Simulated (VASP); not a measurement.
Here is a VASP 6.6.1 calculation.

The input INCAR:

```
  ALGO = Normal
  EDIFF = 1E-6
  ENCUT = 520
  GGA = PE
  ISIF = 2
  ISMEAR = 0
  LASPH = T
  LCHARG = F
  LREAL = F
  LWAVE = F
  NBANDS = 22
  NELM = 80
  PREC = Accurate
  SIGMA = 0.1
```

File KPOINTS:

```
k-points
0
Gamma
  10 10 10
```

Contents of POSCAR:

```
Te3Pd
1.0
    4.6624434151      0.0000000000      0.0000000000
    0.0000000000      4.6624434151      0.0000000000
    0.0000000000      0.0000000000      4.6624434151
Te Pd
3 1
Direct
    0.0000000000      0.5000000000      0.5000000000
    0.5000000000      0.0000000000      0.5000000000
    0.5000000000      0.5000000000      0.0000000000
    0.0000000000      0.0000000000      0.0000000000
```

Potentials or basis: VASP PAW PBE potentials, release 64 (Te, Pd).

Command:

```bash
$ cat potpaw_PBE.64/Te/POTCAR potpaw_PBE.64/Pd/POTCAR > POTCAR
$ mpirun -np 1 vasp_std > vasp.out
```

Q: Estimate the band gap on the k mesh.

A: Zero (band 14 reaches 10.23 eV, above the bottom of band 15 at 7.93 eV).

Q: Predict the pressure.

A: -0.1 GPa.

Caveat: spin-orbit coupling is left out, which moves the levels of the heavy elements.
